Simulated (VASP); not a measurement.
Wanted: the native input for a VASP 6.6.1 run.

```
Task                   : single point
Functional             : LDA
Potentials or basis    : VASP PAW LDA potentials, release 64 (Mg, O)
Cutoff                 : 520 eV
k mesh                 : 3 × 3 × 3
Occupations            : fermi-dirac, width 0.02 eV
Spin                   : no spin polarisation
Dipole correction      : no
Further INCAR settings : LREAL = Auto; ALGO = Normal; EDIFF = 1e-07; NBANDS = 47
```

The structure of Mg9O8 (a cell with a defect) lies in POSCAR:

```
Mg9O8
1.0
    0.0000000000      4.3520000000      4.3520000000
    4.3520000000      0.0000000000      4.3520000000
    4.3520000000      4.3520000000      0.0000000000
Mg O
9 8
Direct
   -0.0196649816      0.0070604320      0.0068880974
   -0.0189934513      0.0320674403      0.4938891314
   -0.0187997472      0.4939206112      0.0319176241
   -0.0184538143      0.4939568015      0.4938099724
    0.4827591912      0.0049080882      0.0049152114
    0.4823987822      0.0049233686      0.5086947381
    0.4823005515      0.5088543199      0.0048607537
    0.6341355699      0.4558515625      0.4556312040
    0.2119331342      0.5966530331      0.5964152114
    0.2363374311      0.2549088925      0.2548631664
    0.2099372702      0.2392224265      0.7757867647
    0.2096939338      0.7759188879      0.2391284467
    0.2096119026      0.7762578125      0.7763049173
    0.7584211857      0.2429181985      0.2426812960
    0.7584944853      0.2429356618      0.7570880055
    0.7584632353      0.7573129596      0.2427028952
    0.7771192555      0.7412463235      0.7412580423
```

These files were run (other wordings do the same):

INCAR

```
PREC = Accurate ; ENCUT = 520
EDIFF = 1E-7 ; ISMEAR = -1
SIGMA = 0.02 ; LREAL = Auto
LASPH = True ; NELM = 100
ALGO = Normal ; ISIF = 2
LWAVE = False ; LCHARG = False
NBANDS = 47
```

KPOINTS

```
Automatic mesh
0
Gamma
  3 3 3
```

Potentials or basis: VASP PAW LDA potentials, release 64 (Mg, O).

Command:

```sh
$ cat potpaw_LDA.64/Mg/POTCAR potpaw_LDA.64/O/POTCAR > POTCAR
$ mpirun -np 1 vasp_std > vasp.out
```

Results of the run:

* Pressure: 10.5 GPa
* Largest force: 0.048 eV/Å
* Band gap on the k mesh: 0.40 eV

Wall time 2.2 min on 1 thread of Intel(R) Xeon(R) 6975P-C (Granite Rapids), on a shared host, peak memory 0.28 GiB.
